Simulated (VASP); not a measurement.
Set up this calculation in VASP 6.6.1, as the native input.

```yaml
Task: single point
Functional: PBE
Dispersion: D3(BJ)
Potentials_or_basis: VASP PAW PBE potentials, release 64 (Ge_d, H)
Cutoff: 520 eV
k_mesh: 9 × 9 × 1
Occupations: gaussian, width 0.1 eV
Spin: collinear spin
Starting_moments: "[0.0, 0.0, 1.0] μB"
Dipole_correction: yes
Further_INCAR_settings: ALGO = Fast; EDIFF = 1e-06; NBANDS = 26
```

The structure of Ge2H lies in POSCAR:

```
Ge2H
1.0
    4.0226895460      0.0000000000      0.0000000000
   -2.0113447730      3.4837513384      0.0000000000
    0.0000000000      0.0000000000     17.6842610184
Ge H
2 1
Direct
    0.3333333333      0.6666666667      0.2648830513
    0.6666666667      0.3333333333      0.2261898304
    0.8888888889      0.1111111111      0.2756270682
```

The input as run:

INCAR

```
PREC = Accurate ; ENCUT = 520
EDIFF = 1E-6 ; ISMEAR = 0
SIGMA = 0.1 ; LREAL = F
LASPH = T ; NELM = 150
ALGO = Fast ; ISIF = 2
LWAVE = F ; LCHARG = F
ISPIN = 2 ; MAGMOM = 0 0 1
LORBIT = 11 ; LDIPOL = T
IDIPOL = 3 ; DIPOL = 0.5 0.5 0.256
GGA = PE ; IVDW = 12
NBANDS = 26
```

KPOINTS

```
Automatic mesh
0
Gamma
  9 9 1
```

Potentials or basis: VASP PAW PBE potentials, release 64 (Ge_d, H).

The run is started by

```console
$ cat potpaw_PBE.64/Ge_d/POTCAR potpaw_PBE.64/H/POTCAR > POTCAR
$ mpirun -np 1 vasp_std > vasp.out
```

It gave:

```json
{"Largest force": "1.211 eV/Å", "Net moment": "0.00 μB per cell", "Valence electrons inside the program's atomic spheres": "Ge 12.36, 12.37; H 0.50", "Dispersion energy per atom": "-0.110 eV"}
```

Wall time 13 min on 1 thread of Oxide Virtual Turin-like Processor, on a shared host, peak memory 0.56 GiB.
